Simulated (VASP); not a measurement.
**BAs: single point with LDA**

Crystal: BAs.

```xyz
2
Lattice="0.0000 2.4840 2.3885 2.4840 0.0000 2.3885 2.4840 2.4840 0.0000" Properties=species:S:1:pos:R:3 pbc="T T T"
B     0.0000    0.0000    0.0000
As    3.7261    3.7261    3.5827
```

This cell differs from its parent crystal: strain +0.040 along x and y, +0.000 along z.

| Item | Value |
| --- | --- |
| Program | VASP 6.6.1 |
| Task | single point |
| Functional | LDA |
| Potentials or basis | VASP PAW LDA potentials, release 64 (B, As) |
| Cutoff | 520 eV |
| k mesh | 10 × 10 × 10 |
| Occupations | gaussian, width 0.05 eV |
| Spin | no spin polarisation |

```json
{
  "Pressure": "-12.0 GPa",
  "Band gap on the k mesh": "0.64 eV, indirect (least direct gap 2.77 eV)"
}
```

Stress tensor (GPa, compression positive):
```
-14.40   0.00   0.00
  0.00 -14.40   0.00
  0.00   0.00  -7.28
```

Levels at points of the mesh, in eV from the valence-band top:
| k point | band 1 | band 2 | band 3 | band 4 | band 5 | band 6 | band 7 | band 8 | band 9 |
| --- | --- | --- | --- | --- | --- | --- | --- | --- | --- |
| (0.00, 0.00, 0.00) | -14.92 | -0.34 | -0.34 | 0.00 | 2.77 | 3.01 | 3.01 | 3.47 | 8.76 |
| (0.50, 0.00, 0.00) | -12.34 | -8.43 | -2.12 | -1.71 | 1.95 | 4.28 | 4.62 | 8.30 | 11.64 |
| (0.50, 0.50, 0.00) | -11.00 | -8.03 | -4.21 | -4.21 | 0.88 | 0.98 | 10.30 | 10.30 | 11.95 |
| (0.50, 0.00, 0.50) | -11.27 | -8.33 | -3.90 | -3.84 | 1.32 | 1.41 | 9.98 | 10.42 | 11.57 |

It took 30 s on 1 thread of Intel(R) Xeon(R) Platinum 8259CL CPU @ 2.50GHz (Skylake/Cascade Lake) (shared host), peak memory 0.16 GiB.

Caveat: the cell differs from its parent crystal (strain +0.040 along x and y, +0.000 along z). A k mesh can miss the band edges.
